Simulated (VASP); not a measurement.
# Al (P6_3/mmc) in VASP: settings compared

The runs below take Al through single point, with PBEsol+D3(BJ), LDA.

All numbers are computed with VASP 6.6.1; they aren't measurements. Logs are shortened: lines on timing, memory, paths and dates and some standing lists are left out, and cuts for length are marked.

## (1) The cell of the first run

The structure is hexagonal, space group P6_3/mmc (No. 194). The conventional cell has a = 2.798 Å, b = 2.798 Å, c = 9.209 Å, α = 90.00°, β = 90.00°, γ = 120.00°. Al (site symmetry -3m) has 12 Al at 2.80 to 2.81 Å within 3.7 Å. Al (site symmetry -6m2) has 12 Al at 2.80 to 2.81 Å within 3.7 Å.

This isn't the form of Al at room conditions, which is fcc.

## (2) Single point, PBEsol+D3(BJ)

File INCAR:

```
PREC = Accurate ; ENCUT = 520
EDIFF = 1E-6 ; ISMEAR = -1
SIGMA = 0.1 ; LREAL = F
LASPH = T ; NELM = 80
ALGO = Normal ; ISIF = 2
LWAVE = F ; LCHARG = F
GGA = PS ; IVDW = 12
NBANDS = 14
```

File KPOINTS:

```
regular mesh
0
Gamma
  10 10 3
```

File POSCAR:

```
Al
1.0
    2.7978494414      0.0000000000      0.0000000000
   -1.3989247207      2.4230086923      0.0000000000
    0.0000000000      0.0000000000      9.2094488878
Al
4
Direct
    0.0000000000      0.0000000000      0.0000000000
    0.0000000000      0.0000000000      0.5000000000
    0.3333333333      0.6666666667      0.2500000000
    0.6666666667      0.3333333333      0.7500000000
```

Potentials or basis: VASP PAW PBE potentials, release 64 (Al).

The run is started by

```bash
$ cat potpaw_PBE.64/Al/POTCAR > POTCAR
$ mpirun -np 1 vasp_std > vasp.out
```

OUTCAR:

```text
PREC = Accurate
   ENCUT = 520
   EDIFF = 1E-6
   ISMEAR = -1
   LREAL = F
   LASPH = T
   NELM = 80
   ISIF = 2
   GGA = PS
   IVDW = 12
 IVDW          = 12

 ion  position               nearest neighbor table
   1  0.000  0.000  0.000-   3 2.81   4 2.81   4 2.81   3 2.81   4 2.81   3 2.81
   2  0.000  0.000  0.500-   3 2.81   4 2.81   4 2.81   3 2.81   4 2.81   3 2.81
   3  0.333  0.667  0.250-   1 2.81   2 2.81   1 2.81   2 2.81   1 2.81   2 2.81
   4  0.667  0.333  0.750-   1 2.81   2 2.81   1 2.81   2 2.81   1 2.81   2 2.81

  LATTYP: Found a hexagonal cell.
 ALAT       =     2.7978494414
 C/A-ratio  =     3.2916170368

  Lattice vectors:

 A1 = (   2.7978494414,   0.0000000000,   0.0000000000)
 A2 = (  -1.3989247207,   2.4230086923,   0.0000000000)
 A3 = (   0.0000000000,   0.0000000000,   9.2094488878)

Analysis of symmetry for initial positions (statically):
=====================================================================
 Subroutine PRICEL returns:
 Original cell was already a primitive cell.

 Routine SETGRP: Setting up the symmetry group for a
 hexagonal supercell.

 Subroutine GETGRP returns: Found 24 space group operations
 (whereof 12 operations were pure point group operations)
 out of a pool of 24 trial point group operations.

The static configuration has the point symmetry D_3d.
 The point group associated with its full space group is D_6h.

Analysis of symmetry for dynamics (positions and initial velocities):
=====================================================================
 Subroutine PRICEL returns:
 Original cell was already a primitive cell.

 Routine SETGRP: Setting up the symmetry group for a
 hexagonal supercell.

 Subroutine GETGRP returns: Found 24 space group operations
 (whereof 12 operations were pure point group operations)
 out of a pool of 24 trial point group operations.

The dynamic configuration has the point symmetry D_3d.
 The point group associated with its full space group is D_6h.

 Subroutine INISYM returns: Found 24 space group operations
 (whereof 12 operations are pure point group operations),
 and found     1 'primitive' translations

----------------------------------------------------------------------------------------

                                     Primitive cell

  volume of cell :      62.4328

  direct lattice vectors                    reciprocal lattice vectors
     2.797849441  0.000000000  0.000000000     0.357417374  0.206355017  0.000000000
    -1.398924721  2.423008692  0.000000000     0.000000000  0.412710034  0.000000000
     0.000000000  0.000000000  9.209448888     0.000000000  0.000000000  0.108584131

  length of vectors
     2.797849441  2.797849441  9.209448888     0.412710034  0.412710034  0.108584131

  position of ions in fractional coordinates (direct lattice)
     0.000000000  0.000000000  0.000000000
     0.000000000  0.000000000  0.500000000
     0.333333333  0.666666667  0.250000000
     0.666666667  0.333333333  0.750000000

  ion indices of the primitive-cell ions
   primitive index   ion index
                 1           1
                 2           2
                 3           3
                 4           4

----------------------------------------------------------------------------------------

 KPOINTS: regular mesh

Automatic generation of k-mesh.
 Grid dimensions read from file:
 generate k-points for:   10   10    3

 Generating k-lattice:

  Cartesian coordinates                     Fractional coordinates (reciprocal lattice)
     0.035741737  0.020635502  0.000000000     0.100000000  0.000000000  0.000000000
     0.000000000  0.041271003  0.000000000     0.000000000  0.100000000  0.000000000
     0.000000000  0.000000000  0.036194710     0.000000000  0.000000000  0.333333333

  Length of vectors
     0.041271003  0.041271003  0.036194710

  Shift w.r.t. Gamma in fractional coordinates (k-lattice)
     0.000000000  0.000000000  0.000000000

 Subroutine IBZKPT returns following result:
 ===========================================

 Found     28 irreducible k-points:

 Following reciprocal coordinates:
            Coordinates               Weight
  0.000000  0.000000  0.000000      1.000000
  0.100000  0.000000  0.000000      6.000000
  0.200000  0.000000  0.000000      6.000000
  0.300000  0.000000  0.000000      6.000000
  0.400000 -0.000000  0.000000      6.000000
  0.500000  0.000000  0.000000      3.000000
[... 16 lines left out ...]
  0.300000  0.100000  0.333333     24.000000
  0.400000  0.100000  0.333333     24.000000
 [... further k-points ...]
   k-points           NKPTS =     28   k-points in BZ     NKDIM =     28   number of bands    NBANDS=     14
   number of dos      NEDOS =    301   number of ions     NIONS =      4
   total plane-waves  NPLWV =  40320
   dimension x,y,z NGX =    24 NGY =   24 NGZ =   70
   dimension x,y,z NGXF=    48 NGYF=   48 NGZF=  140
   ions per type =               4
   NGX,Y,Z   is equivalent  to a cutoff of  14.26, 14.26, 12.64 a.u.
   NGXF,Y,Z  is equivalent  to a cutoff of  28.52, 28.52, 25.27 a.u.
 SYSTEM =  unknown system
   PREC   = accura    normal or accurate (medium, high low for compatibility)
   ISTART =      0    job   : 0-new  1-cont  2-samecut
   ICHARG =      2    charge: 1-file 2-atom 10-const
   ISPIN  =      1    spin polarized calculation?
   LNONCOLLINEAR =      F non collinear calculations
   LSORBIT =      F    spin-orbit coupling
   LASPH  =      T    aspherical Exc in radial PAW
   ENCUT  =  520.0 eV  38.22 Ry    6.18 a.u.   5.20  5.20 17.12*2*pi/ulx,y,z
   NELM   =     80;   NELMIN=  2; NELMDL= -5     # of ELM steps
   EDIFF  = 0.1E-05   stopping-criterion for ELM
   LREAL  =      F    real-space projection
   EDIFFG = 0.1E-04   stopping-criterion for IOM
   NSW    =      0    number of steps for IOM
   IBRION =     -1    ionic relax: 0-MD 1-quasi-New 2-CG
   NFREE  =      0    steps in history (QN), initial steepest desc. (CG)
   ISIF   =      2    stress and relaxation
   ISYM   =      2    0-nonsym 1-usesym 2-fastsym
   POTIM  = 0.5000    time-step for ionic-motion
   TEBEG  =    0.0;   TEEND  =   0.0 temperature during run
   PSTRESS=    0.0 pullay stress
   NELECT =      12.0000    total number of electrons
   NUPDOWN=      -1.0000    fix difference up-down
   EMIN   =  10.00;   EMAX   =-10.00  energy-range for DOS
   EFERMI =   0.00;   METHOD = LEGACY
   ISMEAR =    -1;   SIGMA  =   0.10  broadening in eV -4-tet -1-fermi 0-gaus
   EFERMI_NEDOS =   21; number of points for ismear=-14 and -15
   IALGO  =     38    algorithm
   IMIX   =      4    mixing-type and parameters
     AMIX     =   0.40;   BMIX     =  1.00
     AMIX_MAG =   1.60;   BMIX_MAG =  1.00
  volume/ion in A,a.u.               =      15.61       105.33
  Fermi-wavevector in a.u.,A,eV,Ry     =   0.944781  1.785376 12.144699  0.892610
  Thomas-Fermi vector in A             =   2.072618
   LORBIT       =      0    0 simple, 1 ext, 2 COOP (PROOUT), +10 PAW based schemes
   GGA     = PS    functional components
   LHFCALC =     F    Hartree Fock is set to
   AEXX    =    0.0000 exact exchange contribution
   IVDW    =    12    specifies the selected vdW correction
   LEPSILON=     F    determine dielectric tensor
   LRPA    =     F    only Hartree local field effects (RPA)
 non-spin polarized calculation
  energy-cutoff  :      520.00
  volume of cell :       62.43
 maximum number of plane-waves:      1704
 NGX is ok and might be reduce to    24
   NGX = 11   NGY = 11   NGZ = 35

 number of electron      12.0000000 magnetization

 Free energy of the ion-electron system (eV)
  ---------------------------------------------------
  ext. energy  EPLUGINS =         0.00000000
  ---------------------------------------------------
  free energy    TOTEN  =       -16.34907208 eV

  energy without entropy =      -16.31297047  energy(sigma->0) =      -16.33102128

 E-fermi :   8.5568     XC(G=0): -10.4617

 val. band max:        8.5199679673   @ k =   0.4000   0.2000   0.3333
 cond. band min:       8.6121559449   @ k =   0.4000   0.1000   0.0000
 fundamental gap:      0.0921879776
 Fermi energy:         8.5568095011

 k-point     1 :       0.0000    0.0000    0.0000
  band No.  band energies     occupation
      1      -2.9798      2.00000
      2      -1.2470      2.00000
      3      -1.2459      2.00000
      4       3.6798      2.00000
      5       3.9886      2.00000
      6      11.9343      0.00000
      7      11.9457      0.00000
      8      19.7497      0.00000
      9      19.7497      0.00000
     10      19.8616      0.00000
     11      19.8616      0.00000
     12      20.7882      0.00000
     13      20.7965      0.00000
     14      20.9263      0.00000

 k-point     2 :       0.1000    0.0000    0.0000
  band No.  band energies     occupation
      1      -2.7281      2.00000
      2      -0.9984      2.00000
      3      -0.9975      2.00000
      4       3.9123      2.00000
      5       4.2331      2.00000
      6      12.1282      0.00000
      7      12.1507      0.00000
      8      16.3669      0.00000
      9      17.7353      0.00000
     10      17.8318      0.00000
     11      17.8856      0.00000
     12      19.3289      0.00000
     13      19.3372      0.00000
     14      19.3667      0.00000

 k-point     3 :       0.2000    0.0000    0.0000
  band No.  band energies     occupation
      1      -1.9757      2.00000
      2      -0.2556      2.00000
      3      -0.2551      2.00000
      4       4.6095      2.00000
      5       4.9548      2.00000
      6      12.0909      0.00000
      7      12.6144      0.00000
      8      13.2567      0.00000
      9      14.0308      0.00000
     10      14.2956      0.00000
     11      16.3960      0.00000
     12      17.4840      0.00000
     13      17.8654      0.00000
     14      17.8668      0.00000

 k-point     4 :       0.3000    0.0000    0.0000
  band No.  band energies     occupation
      1      -0.7313      2.00000
      2       0.9719      2.00000
      3       0.9724      2.00000
      4       5.7680      2.00000
      5       6.0817      2.00000
      6       9.0219      0.01893
      7      10.4884      0.00000
      8      10.6057      0.00000
      9      13.9585      0.00000
     10      14.0535      0.00000
     11      15.0610      0.00000
     12      15.1225      0.00000
     13      15.3355      0.00000
     14      16.8091      0.00000

 k-point     5 :       0.4000   -0.0000    0.0000
  band No.  band energies     occupation
      1       0.9906      2.00000
      2       2.6628      2.00000
      3       2.6672      2.00000
      4       5.7023      2.00000
      5       7.1669      2.00000
      6       7.3038      1.99999
      7       7.7465      1.99940
      8       8.2888      1.87174
      9      12.1167      0.00000
     10      12.4543      0.00000
     11      14.7010      0.00000
[... 276 lines left out ...]
 k-point    22 :       0.2000    0.1000    0.3333
  band No.  band energies     occupation
      1      -1.0365      2.00000
      2      -0.4646      2.00000
      3       1.7969      2.00000
      4       3.4643      2.00000
      5       7.7977      1.99899
      6      10.2157      0.00000
      7      11.2070      0.00000
      8      11.6939      0.00000
      9      13.2868      0.00000
     10      13.3714      0.00000
     11      14.2472      0.00000
     12      15.2240      0.00000
     13      15.9473      0.00000
     14      17.0202      0.00000

 k-point    23 :       0.3000    0.1000    0.3333
  band No.  band energies     occupation
      1       0.4445      2.00000
      2       1.0093      2.00000
      3       3.2376      2.00000
      4       4.8639      2.00000
      5       7.6092      1.99985
      6       8.1284      1.97281
      7       9.4726      0.00021
      8      10.3615      0.00000
      9      11.6572      0.00000
     10      11.8852      0.00000
     11      12.8648      0.00000
     12      13.2567      0.00000
     13      15.1339      0.00000
     14      16.2555      0.00000

 k-point    24 :       0.4000    0.1000    0.3333
  band No.  band energies     occupation
      1       2.3903      2.00000
      2       2.9416      2.00000
      3       4.7421      2.00000
      4       4.9002      2.00000
      5       5.6365      2.00000
      6       6.7572      2.00000
      7       7.7264      1.99950
      8       9.1918      0.00349
      9      10.9698      0.00000
     10      11.9232      0.00000
     11      12.5867      0.00000
     12      13.4259      0.00000
     13      14.4198      0.00000
     14      14.7587      0.00000

 [... further k-points ...]

------------------------ aborting loop because EDIFF is reached ----------------------------------------

 Edisp (eV)   -1.34370

 E8    (eV) :    -0.9049

  FORCE on cell =-STRESS in cart. coord.  units (eV):
  Direction    XX          YY          ZZ          XY          YZ          ZX
  --------------------------------------------------------------------------------------
  -------------------------------------------------------------------------------------
  Total       0.03260     0.03260     0.02912    -0.00000     0.00000     0.00000
  in kB       0.83658     0.83658     0.74740    -0.00000     0.00000     0.00000
  external pressure =        0.81 kB  Pullay stress =        0.00 kB

 VOLUME and BASIS-vectors are now :
 -----------------------------------------------------------------------------
  energy-cutoff  :      520.00
  volume of cell :       62.43
      direct lattice vectors                 reciprocal lattice vectors
     2.797849441  0.000000000  0.000000000     0.357417374  0.206355017  0.000000000
    -1.398924721  2.423008692  0.000000000     0.000000000  0.412710034  0.000000000
     0.000000000  0.000000000  9.209448888     0.000000000  0.000000000  0.108584131

 POSITION                                       TOTAL-FORCE (eV/Angst)
 -----------------------------------------------------------------------------------
      0.00000      0.00000      0.00000        -0.000000      0.000000      0.000000
      0.00000      0.00000      4.60472        -0.000000      0.000000      0.000000
     -0.00000      1.61534      2.30236        -0.000000      0.000000      0.000000
      1.39892      0.80767      6.90709         0.000000     -0.000000     -0.000000
 -----------------------------------------------------------------------------------
    total drift:                               -0.000000      0.000000      0.000000

  FREE ENERGIE OF THE ION-ELECTRON SYSTEM (eV)
  ---------------------------------------------------
  free  energy   TOTEN  =       -17.6927686254 eV

  energy  without entropy=      -17.6566670191  energy(sigma->0) =      -17.67471782
```

It took 39 s on 1 thread of Intel Xeon 8259CL, shared host; peak memory 0.19 GiB.

What came out:

```yaml
Free_energy: -17.6928 eV
Pressure: 0.1 GPa
Band_gap_on_the_k_mesh: zero (bands 6 and 7 overlap by 5.23 eV)
Dispersion_energy_per_atom: -0.336 eV
```

Caveat: the PAW data sets were made with another functional, which shifts forces and pressure a little.

[end of part 1 of 2]
